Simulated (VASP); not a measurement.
# Te (Pm-3m) in VASP: a series of runs

Runs on Te. Level: PBEsol. Tasks: single point, relaxation of cell and atoms.

Everything below comes from runs of VASP 6.6.1. Logs are shortened: lines on timing, memory, paths and dates and some standing lists are left out, and cuts for length are marked.

## Step 1: The cell of the first run

The structure is cubic, space group Pm-3m (No. 221). The conventional cell has a = 3.233 Å, b = 3.233 Å, c = 3.233 Å, α = 90.00°, β = 90.00°, γ = 90.00°. Te (site symmetry m-3m) has 6 Te at 3.23 Å within 4.3 Å.

## Step 2: Single point, PBEsol (volume scaled by 1.08)

INCAR reads:

```
SYSTEM = Te
ALGO     = Normal         ! electronic algorithm
EDIFF    = 1E-6           ! SCF threshold, eV
ENCUT    = 520            ! plane-wave cutoff, eV
GGA      = PS             ! functional
ISIF     = 2              ! what is computed and relaxed
ISMEAR   = -1             ! smearing method
LASPH    = .True.         ! aspherical terms in the spheres
LCHARG   = .False.        ! write CHGCAR
LREAL    = .False.        ! projectors in reciprocal space
LWAVE    = .False.        ! write WAVECAR
NBANDS   = 9              ! bands
NELM     = 60             ! most SCF steps
PREC     = Accurate       ! precision mode
SIGMA    = 0.1            ! smearing width, eV
```

KPOINTS reads:

```
k-points
0
Gamma
  11 11 11
  0 0 0
```

POSCAR reads:

```
Te
1.0
    3.2327617538      0.0000000000      0.0000000000
    0.0000000000      3.2327617538      0.0000000000
    0.0000000000      0.0000000000      3.2327617538
Te
1
Direct
    0.0000000000      0.0000000000      0.0000000000
```

Potentials or basis: VASP PAW PBE potentials, release 64 (Te).

Command:

```bash
> cat potpaw_PBE.64/Te/POTCAR > POTCAR
> mpirun -np 1 vasp_std > vasp.out
```

OUTCAR:

```text
SYSTEM = Te
   EDIFF = 1E-6
   ENCUT = 520
   GGA = PS
   ISIF = 2
   ISMEAR = -1
   LASPH = .True.
   LREAL = .False.
   NELM = 60
   PREC = Accurate

 ion  position               nearest neighbor table
   1  0.000  0.000  0.000-

  LATTYP: Found a simple cubic cell.
 ALAT       =     3.2327617538

  Lattice vectors:

 A1 = (   3.2327617538,   0.0000000000,   0.0000000000)
 A2 = (   0.0000000000,   3.2327617538,   0.0000000000)
 A3 = (   0.0000000000,   0.0000000000,   3.2327617538)

Analysis of symmetry for initial positions (statically):
=====================================================================
 Subroutine PRICEL returns:
 Original cell was already a primitive cell.

 Routine SETGRP: Setting up the symmetry group for a
 simple cubic supercell.

 Subroutine GETGRP returns: Found 48 space group operations
 (whereof 48 operations were pure point group operations)
 out of a pool of 48 trial point group operations.

The static configuration has the point symmetry O_h .

Analysis of symmetry for dynamics (positions and initial velocities):
=====================================================================
 Subroutine PRICEL returns:
 Original cell was already a primitive cell.

 Routine SETGRP: Setting up the symmetry group for a
 simple cubic supercell.

 Subroutine GETGRP returns: Found 48 space group operations
 (whereof 48 operations were pure point group operations)
 out of a pool of 48 trial point group operations.

The dynamic configuration has the point symmetry O_h .

 Subroutine INISYM returns: Found 48 space group operations
 (whereof 48 operations are pure point group operations),
 and found     1 'primitive' translations

----------------------------------------------------------------------------------------

                                     Primitive cell

  volume of cell :      33.7848

  direct lattice vectors                    reciprocal lattice vectors
     3.232761754  0.000000000  0.000000000     0.309333034  0.000000000  0.000000000
     0.000000000  3.232761754  0.000000000     0.000000000  0.309333034  0.000000000
     0.000000000  0.000000000  3.232761754     0.000000000  0.000000000  0.309333034

  length of vectors
     3.232761754  3.232761754  3.232761754     0.309333034  0.309333034  0.309333034

  position of ions in fractional coordinates (direct lattice)
     0.000000000  0.000000000  0.000000000

  ion indices of the primitive-cell ions
   primitive index   ion index
                 1           1

----------------------------------------------------------------------------------------

 KPOINTS: k-points

Automatic generation of k-mesh.
 Grid dimensions read from file:
 generate k-points for:   11   11   11

 Generating k-lattice:

  Cartesian coordinates                     Fractional coordinates (reciprocal lattice)
     0.028121185  0.000000000  0.000000000     0.090909091  0.000000000  0.000000000
     0.000000000  0.028121185  0.000000000     0.000000000  0.090909091  0.000000000
     0.000000000  0.000000000  0.028121185     0.000000000  0.000000000  0.090909091

  Length of vectors
     0.028121185  0.028121185  0.028121185

  Shift w.r.t. Gamma in fractional coordinates (k-lattice)
     0.000000000  0.000000000  0.000000000

 Subroutine IBZKPT returns following result:
 ===========================================

 Found     56 irreducible k-points:

 Following reciprocal coordinates:
            Coordinates               Weight
  0.000000  0.000000  0.000000      1.000000
  0.090909  0.000000  0.000000      6.000000
  0.181818  0.000000  0.000000      6.000000
  0.272727  0.000000  0.000000      6.000000
  0.363636  0.000000  0.000000      6.000000
  0.454545  0.000000  0.000000      6.000000
[... 16 lines left out ...]
  0.181818  0.090909  0.090909     24.000000
  0.272727  0.090909  0.090909     24.000000
 [... further k-points ...]
   k-points           NKPTS =     56   k-points in BZ     NKDIM =     56   number of bands    NBANDS=      9
   number of dos      NEDOS =    301   number of ions     NIONS =      1
   total plane-waves  NPLWV =  13824
   dimension x,y,z NGX =    24 NGY =   24 NGZ =   24
   dimension x,y,z NGXF=    48 NGYF=   48 NGZF=   48
   ions per type =               1
   NGX,Y,Z   is equivalent  to a cutoff of  12.34, 12.34, 12.34 a.u.
   NGXF,Y,Z  is equivalent  to a cutoff of  24.68, 24.68, 24.68 a.u.
 SYSTEM =  Te
   PREC   = accura    normal or accurate (medium, high low for compatibility)
   ISTART =      0    job   : 0-new  1-cont  2-samecut
   ICHARG =      2    charge: 1-file 2-atom 10-const
   ISPIN  =      1    spin polarized calculation?
   LNONCOLLINEAR =      F non collinear calculations
   LSORBIT =      F    spin-orbit coupling
   LASPH  =      T    aspherical Exc in radial PAW
   ENCUT  =  520.0 eV  38.22 Ry    6.18 a.u.   6.01  6.01  6.01*2*pi/ulx,y,z
   NELM   =     60;   NELMIN=  2; NELMDL= -5     # of ELM steps
   EDIFF  = 0.1E-05   stopping-criterion for ELM
   LREAL  =      F    real-space projection
   EDIFFG = 0.1E-04   stopping-criterion for IOM
   NSW    =      0    number of steps for IOM
   IBRION =     -1    ionic relax: 0-MD 1-quasi-New 2-CG
   NFREE  =      0    steps in history (QN), initial steepest desc. (CG)
   ISIF   =      2    stress and relaxation
   ISYM   =      2    0-nonsym 1-usesym 2-fastsym
   POTIM  = 0.5000    time-step for ionic-motion
   TEBEG  =    0.0;   TEEND  =   0.0 temperature during run
   PSTRESS=    0.0 pullay stress
   NELECT =       6.0000    total number of electrons
   NUPDOWN=      -1.0000    fix difference up-down
   EMIN   =  10.00;   EMAX   =-10.00  energy-range for DOS
   EFERMI =   0.00;   METHOD = LEGACY
   ISMEAR =    -1;   SIGMA  =   0.10  broadening in eV -4-tet -1-fermi 0-gaus
   EFERMI_NEDOS =   21; number of points for ismear=-14 and -15
   IALGO  =     38    algorithm
   IMIX   =      4    mixing-type and parameters
     AMIX     =   0.40;   BMIX     =  1.00
     AMIX_MAG =   1.60;   BMIX_MAG =  1.00
  volume/ion in A,a.u.               =      33.78       227.99
  Fermi-wavevector in a.u.,A,eV,Ry     =   0.920206  1.738936 11.521119  0.846778
  Thomas-Fermi vector in A             =   2.045485
   LORBIT       =      0    0 simple, 1 ext, 2 COOP (PROOUT), +10 PAW based schemes
   GGA     = PS    functional components
   LHFCALC =     F    Hartree Fock is set to
   AEXX    =    0.0000 exact exchange contribution
   IVDW    =     0    specifies the selected vdW correction
   LEPSILON=     F    determine dielectric tensor
   LRPA    =     F    only Hartree local field effects (RPA)
 non-spin polarized calculation
  energy-cutoff  :      520.00
  volume of cell :       33.78
 maximum number of plane-waves:       925
   NGX = 13   NGY = 13   NGZ = 13

 number of electron       6.0000001 magnetization

 Free energy of the ion-electron system (eV)
  ---------------------------------------------------
  ext. energy  EPLUGINS =         0.00000000
  ---------------------------------------------------
  free energy    TOTEN  =        -3.48391223 eV

  energy without entropy =       -3.46459801  energy(sigma->0) =       -3.47425512

 E-fermi :   5.8715     XC(G=0):  -9.2924

 val. band max:        5.7904639710   @ k =   0.3636   0.1818   0.1818
 cond. band min:       5.8775209864   @ k =   0.4545   0.1818   0.1818
 fundamental gap:      0.0870570154
 Fermi energy:         5.8714544468

 k-point     1 :       0.0000    0.0000    0.0000
  band No.  band energies     occupation
      1      -7.4961      2.00000
      2       7.0271      0.00002
      3       7.0271      0.00002
      4       7.0271      0.00002
      5      11.9600      0.00000
      6      11.9600      0.00000
      7      12.0665      0.00000
      8      23.1140      0.00000
      9      23.1140      0.00000

 k-point     2 :       0.0909    0.0000    0.0000
  band No.  band energies     occupation
      1      -7.4035      2.00000
      2       6.0216      0.36450
      3       7.1098      0.00001
      4       7.1098      0.00001
      5      12.0489      0.00000
      6      12.1323      0.00000
      7      13.1969      0.00000
      8      21.5515      0.00000
      9      21.5515      0.00000

 k-point     3 :       0.1818    0.0000    0.0000
  band No.  band energies     occupation
      1      -7.1351      2.00000
      2       4.2139      2.00000
      3       7.3440      0.00000
      4       7.3440      0.00000
      5      12.3104      0.00000
      6      12.4448      0.00000
      7      15.5398      0.00000
      8      19.7983      0.00000
      9      19.7983      0.00000

 k-point     4 :       0.2727    0.0000    0.0000
  band No.  band energies     occupation
      1      -6.7267      2.00000
      2       2.4720      2.00000
      3       7.6835      0.00000
      4       7.6835      0.00000
      5      12.7237      0.00000
      6      12.9657      0.00000
      7      17.6093      0.00000
      8      18.2902      0.00000
      9      18.2902      0.00000
[... 205 lines left out ...]
 k-point    22 :       0.0909    0.0909    0.0909
  band No.  band energies     occupation
      1      -7.2181      2.00000
      2       6.1844      0.08381
      3       6.1844      0.08381
      4       6.2141      0.06297
      5      13.3436      0.00000
      6      13.3436      0.00000
      7      13.4037      0.00000
      8      20.1438      0.00000
      9      20.1450      0.00000

 k-point    23 :       0.1818    0.0909    0.0909
  band No.  band energies     occupation
      1      -6.9496      2.00000
      2       4.3922      2.00000
      3       6.4245      0.00789
      4       6.4570      0.00571
      5      13.5896      0.00000
      6      13.6153      0.00000
      7      15.5805      0.00000
      8      18.3176      0.00000
      9      18.6175      0.00000

 k-point    24 :       0.2727    0.0909    0.0909
  band No.  band energies     occupation
      1      -6.5410      2.00000
      2       2.6524      2.00000
      3       6.7763      0.00024
      4       6.8319      0.00013
      5      13.9013      0.00000
      6      13.9668      0.00000
      7      16.4098      0.00000
      8      16.7529      0.00000
      9      19.0257      0.00000

 [... further k-points ...]
[... 5 lines left out ...]
  --------------------------------------------------------------------------------------
  -------------------------------------------------------------------------------------
  Total       -0.7867596     -0.7867596     -0.7867596      0.0000000      0.0000000     -0.0000000
  in kB      -37.3105405    -37.3105405    -37.3105405      0.0000000      0.0000000     -0.0000000
  external PRESSURE =     -37.3105405 kB  Pullay stress =       0.0000000 kB

 VOLUME and BASIS-vectors are now :
 -----------------------------------------------------------------------------
  energy-cutoff  :      520.00
  volume of cell :       33.78
      direct lattice vectors                 reciprocal lattice vectors
     3.232761754  0.000000000  0.000000000     0.309333034  0.000000000  0.000000000
     0.000000000  3.232761754  0.000000000     0.000000000  0.309333034  0.000000000
     0.000000000  0.000000000  3.232761754     0.000000000  0.000000000  0.309333034

 POSITION                                       TOTAL-FORCE (eV/Angst)
 -----------------------------------------------------------------------------------
      0.00000      0.00000      0.00000         0.000000      0.000000      0.000000
 -----------------------------------------------------------------------------------
    total drift:                               -0.000000      0.000000      0.000000

  FREE ENERGIE OF THE ION-ELECTRON SYSTEM (eV)
  ---------------------------------------------------
  free  energy   TOTEN  =        -3.4839122277 eV

  energy  without entropy=       -3.4645980075  energy(sigma->0) =       -3.47425512
```

It took 4.2 s on 1 thread of Intel Xeon Platinum 8488C (Sapphire Rapids), shared host; peak memory 0.14 GiB.

What came out:

```
Free energy            : -3.4839 eV
Pressure               : -3.7 GPa
Band gap on the k mesh : zero (band 3 reaches 8.28 eV, above the bottom of band 4 at 3.11 eV)
```

Caveat: the PAW data sets were made with another functional, which shifts forces and pressure a little; spin-orbit coupling is left out, which moves the levels of the heavy elements.

## Step 3: Single point, PBEsol (volume scaled by 1.12)

Edit INCAR of step 2 so:

```diff
@@ -12,3 +12,3 @@
 NBANDS   = 9              ! bands
-NELM     = 60             ! most SCF steps
+NELM     = 80             ! most SCF steps
 PREC     = Accurate       ! precision mode
```

KPOINTS is that of step 2.

POSCAR reads:

```
Te
1.0
    3.2721895634      0.0000000000      0.0000000000
    0.0000000000      3.2721895634      0.0000000000
    0.0000000000      0.0000000000      3.2721895634
Te
1
Direct
    0.0000000000      0.0000000000      0.0000000000
```

Potentials or basis: VASP PAW PBE potentials, release 64 (Te).

Command:

```bash
> cat potpaw_PBE.64/Te/POTCAR > POTCAR
> mpirun -np 1 vasp_std > vasp.out
```

Wall time 4.3 s (1 thread of Intel Xeon Platinum 8488C (Sapphire Rapids), shared host); peak memory 0.14 GiB.

Results (log left out):

```yaml
Free_energy: -3.4496 eV
Pressure: -5.0 GPa
Band_gap_on_the_k_mesh: zero (band 3 reaches 7.70 eV, above the bottom of band 4 at 2.77 eV)
```

Levels at points of the mesh, in eV from the Fermi level:
| k point | band 1 | band 2 | band 3 | band 4 | band 5 | band 6 | band 7 | band 8 |
| --- | --- | --- | --- | --- | --- | --- | --- | --- |
| (0.00, 0.00, 0.00) | -13.11 | 1.12 | 1.12 | 1.12 | 6.06 | 6.13 | 6.13 | 16.99 |

Caveat: the PAW data sets were made with another functional, which shifts forces and pressure a little; spin-orbit coupling is left out, which moves the levels of the heavy elements.

(Continued in part 2 of 2.)
